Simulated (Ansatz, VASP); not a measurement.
# One calculation of LiF, two programs

The input POSCAR:

```
LiF
1.0
    0.0000000000      2.0140000000      2.0140000000
    2.0140000000      0.0000000000      2.0140000000
    2.0140000000      2.0140000000      0.0000000000
F Li
1 1
Direct
    0.5000000000      0.5000000000      0.5000000000
    0.0000000000      0.0000000000      0.0000000000
```

INCAR.step1

```
PREC     = Accurate       # precision mode
ENCUT    = 520            # plane-wave cutoff, eV
EDIFF    = 1E-5           # SCF threshold, eV
ISMEAR   = -1             # smearing method
SIGMA    = 0.05           # smearing width, eV
LREAL    = False          # projectors in reciprocal space
LASPH    = True           # aspherical terms in the spheres
NELM     = 80             # most SCF steps
ALGO     = Normal         # electronic algorithm
ISIF     = 2              # what is computed and relaxed
LWAVE    = True           # write WAVECAR
NBANDS   = 12             # bands
GGA      = PE             # functional
```

Contents of INCAR.step2:

```
PREC     = Accurate       # precision mode
ENCUT    = 520            # plane-wave cutoff, eV
EDIFF    = 1E-7           # SCF threshold, eV
ISMEAR   = -1             # smearing method
SIGMA    = 0.05           # smearing width, eV
LREAL    = False          # projectors in reciprocal space
LASPH    = True           # aspherical terms in the spheres
NELM     = 80             # most SCF steps
ALGO     = Normal         # electronic algorithm
ISIF     = 2              # what is computed and relaxed
LWAVE    = False          # write WAVECAR
LCHARG   = True           # write CHGCAR
GGA      = PE             # functional
LHFCALC  = True           # exact exchange
AEXX     = 0.05           # exact-exchange fraction
HFSCREEN = 0.2            # screening, 1/A
PRECFOCK = Normal       
LELF     = True           # ELF
LVHAR    = True         
NBANDS   = 12             # bands
ISTART   = 1
```

File KPOINTS:

```
regular mesh
0
Gamma
  6 6 6
```

Contents of input.yaml:

```yaml
crystal:
  lattice:
    - [0.0, 2.014, 2.014]
    - [2.014, 0.0, 2.014]
    - [2.014, 2.014, 0.0]
  atoms:
    - { symbol: F, position: [0.5, 0.5, 0.5] }
    - { symbol: Li, position: [0.0, 0.0, 0.0] }
hamiltonian:
  xc: { exchange: pbe, correlation: pbe, exx: { coeff: 0.05, omega: 0.2 } }
  pseudopotentials: { kind: paw }
kpoints:
  mp_grid: { grid: [6, 6, 6] }
scf:
  occupations: { method: fermi_dirac, width: 0.05 }
output:
  forces: true
  stress: true
  eigenvalues: true
```

Alike in both runs: task single point; functional PBE-based screened hybrid; k mesh 6 × 6 × 6; occupations fermi-dirac, width 0.05 eV; no spin polarisation.

```csv
,VASP,Ansatz
version,VASP 6.6.1,Ansatz 0.2.0
potentials or method,"VASP PAW PBE potentials, release 64 (F, Li_sv)",Ansatz PAW
plane-wave cutoff (eV),520,420
valence electrons in the cell,10,10
```

```tsv
	VASP	Ansatz	Ansatz less VASP
gap on the k mesh at the Fermi level (eV)	9.55	9.55	+0.002
least direct gap on the mesh (eV)	9.55	9.55	+0.002
```

VASP's potentials were made for PBE, not for PBE-based screened hybrid.

The k mesh is coarse, so the values compare programs but aren't converged. Noted on VASP's run: the cutoff is short for stress, so the pressure is rough.
